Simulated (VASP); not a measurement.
A run of VASP 6.6.1:

INCAR

```
SYSTEM = Rh
PREC = Accurate ; ENCUT = 520
EDIFF = 1E-6 ; ISMEAR = 0
SIGMA = 0.15 ; LREAL = .False.
LASPH = .True. ; NELM = 100
ALGO = Fast ; ISIF = 2
LWAVE = .False. ; LCHARG = .True.
GGA = PE ; LELF = .True.
LVHAR = .True. ; NBANDS = 14
```

KPOINTS

```
regular mesh
0
Gamma
  22 22 22
  0 0 0
```

File POSCAR:

```
Rh
1.0
    0.0000000000      1.8351625453      1.8351625453
    1.8351625453      0.0000000000      1.8351625453
    1.8351625453      1.8351625453      0.0000000000
Rh
1
Direct
    0.0000000000      0.0000000000      0.0000000000
```

Potentials or basis: VASP PAW PBE potentials, release 64 (Rh_pv).

Launch:

```console
$ cat potpaw_PBE.64/Rh_pv/POTCAR > POTCAR
$ mpirun -np 1 vasp_std > vasp.out
```

Hardware: 1 thread of AMD EPYC 9R45 96-Core Processor (Zen 5), on a shared host.

Task: Estimate the wall time of this run.

Result: Run time: 27 s on 1 thread of AMD EPYC 9R45 96-Core Processor (Zen 5), with other jobs on the host, peak memory 0.14 GiB. Counts: scf iterations 12, k points 328.
